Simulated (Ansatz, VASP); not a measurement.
# One calculation of Rb2TeP2, two programs

```
CELL_PARAMETERS angstrom
4.32852 0.00000 0.00000
0.00000 5.00479 0.00000
0.00000 0.00000 10.01587
ATOMIC_POSITIONS crystal
Rb 0.00000 0.50000 0.25569
Rb 0.00000 0.50000 0.74431
Te 0.00000 0.00000 0.50000
P 0.74928 0.00000 0.00000
P 0.25072 0.00000 0.00000
```

Alike in both runs: functional PBE; k mesh 4 × 4 × 2; occupations gaussian, width 0.1 eV; no spin polarisation.

Ansatz relaxed the structure, and its values are those at the end. VASP's run is a single point on that final structure, the one shown.

|  | VASP | Ansatz |
| --- | --- | --- |
| version | VASP 6.6.1 | Ansatz 0.2.0 |
| potentials or method | VASP PAW PBE potentials, release 64 (Rb_sv, Te, P), cutoff 520 eV | scalar-relativistic, plane waves, PAW |
| valence electrons in the cell | 34 | 44 |

```csv
,VASP,Ansatz,Ansatz less VASP
gap on the k mesh at the Fermi level (eV),none,none,-
pressure (GPa),0.3,0.3,+0.01
```

A gap of «none» marks a metal or a gap that the smearing closes. VASP's potentials hold 34 valence electrons a cell and Ansatz's 44, so a difference there can come from the potentials and not from the codes.

The k mesh is coarse, so the values compare programs but aren't converged. Neither program's run includes spin-orbit coupling.
